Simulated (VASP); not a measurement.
WS2, 6 atoms in the cell. The cell holds a slab with vacuum, 6 atoms: a = 3.183 Å, b = 3.183 Å, c = 23.669 Å, α = 90.00°, β = 90.00°, γ = 120.00°. 

```yaml
Program: VASP 6.6.1
Task: dielectric tensor
Functional: PBE
Potentials_or_basis: VASP PAW PBE potentials, release 64 (W_sv, S)
Cutoff: 520 eV
k_mesh: 8 × 8 × 2
Occupations: gaussian, width 0.01 eV
Spin: no spin polarisation
Dipole_correction: no
Further_INCAR_settings: ALGO = Normal; EDIFF = 1e-08
```

Potentials or basis: VASP PAW PBE potentials, release 64 (W_sv, S).

Command:

```sh
$ cat potpaw_PBE.64/W_sv/POTCAR potpaw_PBE.64/S/POTCAR > POTCAR
$ mpirun -np 1 vasp_std > vasp.out
```

Hardware: 1 thread of Oxide Virtual Turin-like Processor (shared host).

**Question.** How long does it take, and how much memory?

**Answer.** Wall time 49 min on 1 thread of Oxide Virtual Turin-like Processor (shared host), peak memory 0.75 GiB. Counts: scf iterations 172, k points 20.
